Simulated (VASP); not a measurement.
SiC (Moissanite 3C):

```
Si C
1.0
     0.00000    2.16438    2.16438
     2.16438    0.00000    2.16438
     2.16438    2.16438    0.00000
Si C
1 1
Direct
  0.00000 0.00000 0.00000
  0.75000 0.75000 0.75000
```

Base run:

| Item | Value |
| --- | --- |
| Program | VASP 6.6.1 |
| Functional | RPBE |
| Dispersion | D4 |
| Potentials or basis | VASP PAW PBE potentials, release 64 (Si, C) |
| Cutoff | 600 eV |
| k mesh | 10 × 10 × 10 |
| Occupations | fermi-dirac, width 0.05 eV |
| Spin | no spin polarisation |

Its results: band gap on the k mesh 1.34 eV, indirect (least direct gap 4.56 eV); pressure 0.2 GPa.

Task: The run is repeated on the same cell with these changes: dispersion from D4 to none. What comes out?

Result: Band gap on the k mesh 1.34 eV, indirect (least direct gap 4.56 eV); pressure 10.7 GPa.

Dispersion adds attraction, which lowers the pressure at fixed volume and, as a term added to the energy, leaves the levels alone.

Caveats: the PAW data sets were made with another functional, which shifts forces and pressure a little.

A k mesh can miss the band edges.
